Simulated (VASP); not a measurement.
# Rh (Pm-3m) in VASP: single point with PBEsol

Aim: the single point of Rh with PBEsol.

Program: VASP 6.6.1. These are calculated values, not measurements. Logs are shortened: lines on timing, memory, paths and dates and some standing lists are left out, and cuts for length are marked.

## Step 1: The cell of the first run

Symmetry: Pm-3m, No. 221, cubic system. Conventional cell: a = 2.396 Å, b = 2.396 Å, c = 2.396 Å, α = 90.00°, β = 90.00°, γ = 90.00°. Rh (site symmetry m-3m) has 6 Rh at 2.40 Å within 3.2 Å.

This isn't the form of Rh at room conditions, which is fcc.

## Step 2: Single point, PBEsol

The input, INCAR:

```
SYSTEM = Rh
PREC     = Accurate       ! precision mode
ENCUT    = 520            ! plane-wave cutoff, eV
EDIFF    = 1E-6           ! SCF threshold, eV
ISMEAR   = 0              ! smearing method
SIGMA    = 0.15           ! smearing width, eV
LREAL    = .FALSE.        ! projectors in reciprocal space
LASPH    = .TRUE.         ! aspherical terms in the spheres
NELM     = 100            ! most SCF steps
ALGO     = Normal         ! electronic algorithm
ISIF     = 2              ! what is computed and relaxed
LWAVE    = .FALSE.        ! write WAVECAR
LCHARG   = .FALSE.        ! write CHGCAR
GGA      = PS             ! functional
NBANDS   = 14             ! bands
```

The input, KPOINTS:

```
regular mesh
0
G
  24 24 24
  0 0 0
```

The input, POSCAR:

```
Rh
1.0
   -0.7986009575      1.5972019150      1.5972019150
    1.5972019150     -0.7986009575      1.5972019150
    1.5972019150      1.5972019150     -0.7986009575
Rh
1
Direct
    0.0000000000      0.0000000000      0.0000000000
```

Potentials or basis: VASP PAW PBE potentials, release 64 (Rh_pv).

On the command line:

```
$ cat potpaw_PBE.64/Rh_pv/POTCAR > POTCAR
$ mpirun -np 1 vasp_std > vasp.out
```

OUTCAR:

```text
SYSTEM = Rh
   PREC = Accurate
   ENCUT = 520
   EDIFF = 1E-6
   ISMEAR = 0
   LREAL = .FALSE.
   LASPH = .TRUE.
   NELM = 100
   ISIF = 2
   GGA = PS

 ion  position               nearest neighbor table
   1  0.000  0.000  0.000-

  LATTYP: Found a simple cubic cell.
 ALAT       =     2.3958028725

  Lattice vectors:

 A1 = (  -0.7986009575,   1.5972019150,   1.5972019150)
 A2 = (   1.5972019150,  -0.7986009575,   1.5972019150)
 A3 = (   1.5972019150,   1.5972019150,  -0.7986009575)

Analysis of symmetry for initial positions (statically):
=====================================================================
 Subroutine PRICEL returns:
 Original cell was already a primitive cell.

 Routine SETGRP: Setting up the symmetry group for a
 simple cubic supercell.

 Subroutine GETGRP returns: Found 48 space group operations
 (whereof 48 operations were pure point group operations)
 out of a pool of 48 trial point group operations.

The static configuration has the point symmetry O_h .

Analysis of symmetry for dynamics (positions and initial velocities):
=====================================================================
 Subroutine PRICEL returns:
 Original cell was already a primitive cell.

 Routine SETGRP: Setting up the symmetry group for a
 simple cubic supercell.

 Subroutine GETGRP returns: Found 48 space group operations
 (whereof 48 operations were pure point group operations)
 out of a pool of 48 trial point group operations.

The dynamic configuration has the point symmetry O_h .

 Subroutine INISYM returns: Found 48 space group operations
 (whereof 48 operations are pure point group operations),
 and found     1 'primitive' translations

----------------------------------------------------------------------------------------

                                     Primitive cell

  volume of cell :      13.7516

  direct lattice vectors                    reciprocal lattice vectors
    -0.798600958  1.597201915  1.597201915    -0.139132204  0.278264407  0.278264407
     1.597201915 -0.798600958  1.597201915     0.278264407 -0.139132204  0.278264407
     1.597201915  1.597201915 -0.798600958     0.278264407  0.278264407 -0.139132204

  length of vectors
     2.395802873  2.395802873  2.395802873     0.417396611  0.417396611  0.417396611

  position of ions in fractional coordinates (direct lattice)
     0.000000000  0.000000000  0.000000000

  ion indices of the primitive-cell ions
   primitive index   ion index
                 1           1

----------------------------------------------------------------------------------------

 KPOINTS: regular mesh

Automatic generation of k-mesh.
 Grid dimensions read from file:
 generate k-points for:   24   24   24

 Generating k-lattice:

  Cartesian coordinates                     Fractional coordinates (reciprocal lattice)
    -0.005797175  0.011594350  0.011594350     0.041666667  0.000000000  0.000000000
     0.011594350 -0.005797175  0.011594350     0.000000000  0.041666667  0.000000000
     0.011594350  0.011594350 -0.005797175     0.000000000  0.000000000  0.041666667

  Length of vectors
     0.017391525  0.017391525  0.017391525

  Shift w.r.t. Gamma in fractional coordinates (k-lattice)
     0.000000000  0.000000000  0.000000000

 Subroutine IBZKPT returns following result:
 ===========================================

 Found    455 irreducible k-points:

 Following reciprocal coordinates:
            Coordinates               Weight
  0.000000  0.000000  0.000000      1.000000
  0.041667  0.000000  0.000000      6.000000
  0.083333  0.000000  0.000000      6.000000
  0.125000  0.000000  0.000000      6.000000
  0.166667  0.000000  0.000000      6.000000
  0.208333  0.000000  0.000000      6.000000
[... 16 lines left out ...]
  0.416667  0.041667  0.000000     24.000000
  0.458333  0.041667 -0.000000     24.000000
 [... further k-points ...]
   k-points           NKPTS =    455   k-points in BZ     NKDIM =    455   number of bands    NBANDS=     14
   number of dos      NEDOS =    301   number of ions     NIONS =      1
   total plane-waves  NPLWV =   5832
   dimension x,y,z NGX =    18 NGY =   18 NGZ =   18
   dimension x,y,z NGXF=    36 NGYF=   36 NGZF=   36
   ions per type =               1
   NGX,Y,Z   is equivalent  to a cutoff of  12.49, 12.49, 12.49 a.u.
   NGXF,Y,Z  is equivalent  to a cutoff of  24.98, 24.98, 24.98 a.u.
 SYSTEM =  Rh
   PREC   = accura    normal or accurate (medium, high low for compatibility)
   ISTART =      0    job   : 0-new  1-cont  2-samecut
   ICHARG =      2    charge: 1-file 2-atom 10-const
   ISPIN  =      1    spin polarized calculation?
   LNONCOLLINEAR =      F non collinear calculations
   LSORBIT =      F    spin-orbit coupling
   LASPH  =      T    aspherical Exc in radial PAW
   ENCUT  =  520.0 eV  38.22 Ry    6.18 a.u.   4.45  4.45  4.45*2*pi/ulx,y,z
   NELM   =    100;   NELMIN=  2; NELMDL= -5     # of ELM steps
   EDIFF  = 0.1E-05   stopping-criterion for ELM
   LREAL  =      F    real-space projection
   EDIFFG = 0.1E-04   stopping-criterion for IOM
   NSW    =      0    number of steps for IOM
   IBRION =     -1    ionic relax: 0-MD 1-quasi-New 2-CG
   NFREE  =      0    steps in history (QN), initial steepest desc. (CG)
   ISIF   =      2    stress and relaxation
   ISYM   =      2    0-nonsym 1-usesym 2-fastsym
   POTIM  = 0.5000    time-step for ionic-motion
   TEBEG  =    0.0;   TEEND  =   0.0 temperature during run
   PSTRESS=    0.0 pullay stress
   NELECT =      15.0000    total number of electrons
   NUPDOWN=      -1.0000    fix difference up-down
   EMIN   =  10.00;   EMAX   =-10.00  energy-range for DOS
   EFERMI =   0.00;   METHOD = LEGACY
   ISMEAR =     0;   SIGMA  =   0.15  broadening in eV -4-tet -1-fermi 0-gaus
   EFERMI_NEDOS =   21; number of points for ismear=-14 and -15
   IALGO  =     38    algorithm
   IMIX   =      4    mixing-type and parameters
     AMIX     =   0.40;   BMIX     =  1.00
     AMIX_MAG =   1.60;   BMIX_MAG =  1.00
  volume/ion in A,a.u.               =      13.75        92.80
  Fermi-wavevector in a.u.,A,eV,Ry     =   1.685211  3.184586 38.639656  2.839935
  Thomas-Fermi vector in A             =   2.768095
   LORBIT       =      0    0 simple, 1 ext, 2 COOP (PROOUT), +10 PAW based schemes
   GGA     = PS    functional components
   LHFCALC =     F    Hartree Fock is set to
   AEXX    =    0.0000 exact exchange contribution
   IVDW    =     0    specifies the selected vdW correction
   LEPSILON=     F    determine dielectric tensor
   LRPA    =     F    only Hartree local field effects (RPA)
 non-spin polarized calculation
 Gauss-broadening in eV      SIGMA  =   0.15
  energy-cutoff  :      520.00
  volume of cell :       13.75
 maximum number of plane-waves:       384
 NGX is ok and might be reduce to    18
   NGX =  9   NGY =  9   NGZ =  9

 number of electron      14.9999991 magnetization

 Free energy of the ion-electron system (eV)
  ---------------------------------------------------
  ext. energy  EPLUGINS =         0.00000000
  ---------------------------------------------------
  free energy    TOTEN  =        -7.06784603 eV

  energy without entropy =       -7.05284527  energy(sigma->0) =       -7.06034565

 E-fermi :  11.9139     XC(G=0): -14.0609

 val. band max:       11.9130243860   @ k =   0.4167   0.2083   0.0833
 cond. band min:      11.9145251151   @ k =   0.3750   0.1667   0.1250
 fundamental gap:      0.0015007291
 Fermi energy:        11.9139275844

 k-point     1 :       0.0000    0.0000    0.0000
  band No.  band energies     occupation
      1     -34.2953      2.00000
      2     -34.2953      2.00000
      3     -34.2953      2.00000
      4       3.9317      2.00000
      5       5.4367      2.00000
      6       5.4367      2.00000
      7      12.9538      0.00000
      8      12.9538      0.00000
      9      12.9538      0.00000
     10      29.9118      0.00000
     11      29.9118      0.00000
     12      29.9118      0.00000
     13      32.5672      0.00000
     14      38.2951      0.00000

 k-point     2 :       0.0417    0.0000    0.0000
  band No.  band energies     occupation
      1     -34.3170      2.00000
      2     -34.2935      2.00000
      3     -34.2935      2.00000
      4       3.9908      2.00000
      5       5.4492      2.00000
      6       5.4962      2.00000
      7      12.8940      0.00000
      8      12.8940      0.00000
      9      12.9584      0.00000
     10      29.5238      0.00000
     11      30.0195      0.00000
     12      30.0195      0.00000
     13      32.5684      0.00000
     14      37.8690      0.00000

 k-point     3 :       0.0833    0.0000    0.0000
  band No.  band energies     occupation
      1     -34.3804      2.00000
      2     -34.2882      2.00000
      3     -34.2882      2.00000
      4       4.1582      2.00000
      5       5.4863      2.00000
      6       5.6803      2.00000
      7      12.7221      0.00000
      8      12.7221      0.00000
      9      12.9717      0.00000
     10      28.5558      0.00000
     11      30.3338      0.00000
     12      30.3338      0.00000
     13      32.5707      0.00000
     14      36.9035      0.00000
[... 324 lines left out ...]
 k-point    23 :       0.4167    0.0417    0.0000
  band No.  band energies     occupation
      1     -35.4209      2.00000
      2     -34.2154      2.00000
      3     -34.1929      2.00000
      4       6.2238      2.00000
      5       6.5245      2.00000
      6       9.8483      2.00000
      7      10.3190      2.00000
      8      11.2880      2.00000
      9      13.1566      0.00000
     10      20.0032      0.00000
     11      29.9452      0.00000
     12      32.5741      0.00000
     13      34.6915      0.00000
     14      36.4368      0.00000

 k-point    24 :       0.4583    0.0417   -0.0000
  band No.  band energies     occupation
      1     -35.4781      2.00000
      2     -34.2099      2.00000
      3     -34.1875      2.00000
      4       6.2686      2.00000
      5       6.6696      2.00000
      6       9.8007      2.00000
      7      10.2029      2.00000
      8      11.6462      1.98840
      9      13.1709      0.00000
     10      19.6093      0.00000
     11      29.6913      0.00000
     12      32.5746      0.00000
     13      34.4457      0.00000
     14      36.6416      0.00000

 [... further k-points ...]

------------------------ aborting loop because EDIFF is reached ----------------------------------------

  FORCE on cell =-STRESS in cart. coord.  units (eV):
  Direction    XX          YY          ZZ          XY          YZ          ZX
  --------------------------------------------------------------------------------------
  -------------------------------------------------------------------------------------
  Total        3.1885472      3.1885472      3.1885472      0.0000000      0.0000000      0.0000000
  in kB      371.4926202    371.4926202    371.4926202      0.0000000      0.0000000      0.0000000
  external PRESSURE =     371.4926202 kB  Pullay stress =       0.0000000 kB

 VOLUME and BASIS-vectors are now :
 -----------------------------------------------------------------------------
  energy-cutoff  :      520.00
  volume of cell :       13.75
      direct lattice vectors                 reciprocal lattice vectors
    -0.798600958  1.597201915  1.597201915    -0.139132204  0.278264407  0.278264407
     1.597201915 -0.798600958  1.597201915     0.278264407 -0.139132204  0.278264407
     1.597201915  1.597201915 -0.798600958     0.278264407  0.278264407 -0.139132204

 POSITION                                       TOTAL-FORCE (eV/Angst)
 -----------------------------------------------------------------------------------
      0.00000      0.00000      0.00000         0.000000      0.000000     -0.000000
 -----------------------------------------------------------------------------------
    total drift:                                0.000000     -0.000000      0.000000

  FREE ENERGIE OF THE ION-ELECTRON SYSTEM (eV)
  ---------------------------------------------------
  free  energy   TOTEN  =        -7.0678460314 eV

  energy  without entropy=       -7.0528452688  energy(sigma->0) =       -7.06034565
```

It took 46 s on 1 thread of AMD EPYC 7R43 (Zen 3), shared host; peak memory 0.14 GiB.

What came out:

| Quantity | Value |
| --- | --- |
| Free energy | -7.0678 eV |
| Pressure | 37.1 GPa |
| Band gap on the k mesh | zero (an odd number of electrons rules out a gap without spin polarisation) |

Caveat: the cell stands under pressure; the PAW data sets were made with another functional, which shifts forces and pressure a little.
